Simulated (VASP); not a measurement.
Set up this calculation in VASP 6.6.1, as the native input.

```yaml
Task: single point
Functional: PBE
Dispersion: D3(BJ)
Potentials_or_basis: VASP PAW PBE potentials, release 64 (I, Mg)
Cutoff: 520 eV
k_mesh: 9 × 9 × 1
Occupations: gaussian, width 0.05 eV
Spin: no spin polarisation
Dipole_correction: yes
Further_INCAR_settings: ALGO = Normal; EDIFF = 1e-06; NBANDS = 25
```

The structure of MgI2 lies in POSCAR:

```
MgI2
1.0
    4.1311066128      0.0000000000      0.0000000000
   -2.0655533064      3.5776432724      0.0000000000
    0.0000000000      0.0000000000     24.2265084657
I Mg
4 2
Direct
    0.3333333333      0.6666666667      0.1857469477
    0.6666666667      0.3333333333      0.3245723272
    1.0000000000      1.0000000000      0.4826636182
    1.3333333333      0.6666666667      0.6214889978
    0.0000000000      0.0000000000      0.2551596374
    0.6666666667      0.3333333333      0.5520763080
```

One way to write it, as run:

INCAR

```
ALGO = Normal
DIPOL = 0.5 0.5 0.404
EDIFF = 1E-6
ENCUT = 520
GGA = PE
IDIPOL = 3
ISIF = 2
ISMEAR = 0
IVDW = 12
LASPH = True
LCHARG = False
LDIPOL = True
LREAL = False
LWAVE = False
NBANDS = 25
NELM = 60
PREC = Accurate
SIGMA = 0.05
```

KPOINTS

```
k-points
0
Gamma
  9 9 1
```

Potentials or basis: VASP PAW PBE potentials, release 64 (I, Mg).

The run is started by

```sh
$ cat potpaw_PBE.64/I/POTCAR potpaw_PBE.64/Mg/POTCAR > POTCAR
$ mpirun -np 1 vasp_std > vasp.out
```

It gave:

```yaml
Largest_force: 0.035 eV/Å
Band_gap_on_the_k_mesh: 3.54 eV, indirect (least direct gap 3.93 eV)
Dispersion_energy_per_atom: -0.266 eV
```

Caveat: spin-orbit coupling is left out, which moves the levels of the heavy elements.

Wall time 89 s on 1 thread of AMD EPYC 9R45 (Zen 5), on a shared host, peak memory 0.44 GiB.
